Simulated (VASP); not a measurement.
Wanted: the native input for a VASP 6.6.1 run.

| Item | Value |
| --- | --- |
| Task | relaxation of cell and atoms |
| Functional | PBE |
| Potentials or basis | VASP PAW PBE potentials, release 64 (Hf_pv) |
| Cutoff | 600 eV |
| k mesh | 15 × 15 × 15 |
| Occupations | fermi-dirac, width 0.05 eV |
| Spin | no spin polarisation |
| Target pressure | 74 GPa |
| Dipole correction | no |
| Further INCAR settings | ALGO = Normal; EDIFF = 1e-06; IBRION = 2; EDIFFG = -0.005; NSW = 32; ISIF = 3 |

The structure of Hf lies in POSCAR:

```
Hf
1.0
    2.5171288213      0.0000000000      0.0000000000
    0.0000000000      2.5171288213      0.0000000000
    0.0000000000      0.0000000000      2.5171288213
Hf
1
Direct
    0.0000000000      0.0000000000      0.0000000000
```

These files were run (other wordings do the same):

INCAR

```
SYSTEM = Hf
  ALGO = Normal
  EDIFF = 1E-6
  EDIFFG = -0.005
  ENCUT = 600
  GGA = PE
  IBRION = 2
  ISIF = 3
  ISMEAR = -1
  LASPH = .TRUE.
  LCHARG = .FALSE.
  LREAL = .FALSE.
  LWAVE = .FALSE.
  NELM = 60
  NSW = 32
  PREC = Accurate
  PSTRESS = 740.0
  SIGMA = 0.05
```

KPOINTS

```
k-points
0
G
  15 15 15
  0 0 0
```

Potentials or basis: VASP PAW PBE potentials, release 64 (Hf_pv).

Run with:

```sh
$ cat potpaw_PBE.64/Hf_pv/POTCAR > POTCAR
$ mpirun -np 1 vasp_std > vasp.out
```

It gave:

```yaml
Relaxed_volume: 15.88 Å³/atom
Relaxed_cell: a = 2.513 Å, b = 2.513 Å, c = 2.513 Å, α = 90.00°, β = 90.00°, γ = 90.00°
Space_group_after_relaxing_to_0.05_Å: Pm-3m (No. 221)
Energy_change_on_relaxing_the_enthalpy_is_what_falls: +31.9 meV/atom
Ionic_steps: 3
Pressure_after_relaxing: 74.0 GPa
Band_gap_on_the_k_mesh: zero (band 5 reaches 8.22 eV, above the bottom of band 6 at 4.10 eV)
```

Caveat: the cell is relaxed towards a set pressure, so the enthalpy falls and the energy may rise; spin-orbit coupling is left out, which moves the levels of the heavy elements.

It took 24 s on 1 thread of Intel Xeon 6975P-C, with other jobs on the host, peak memory 0.15 GiB.
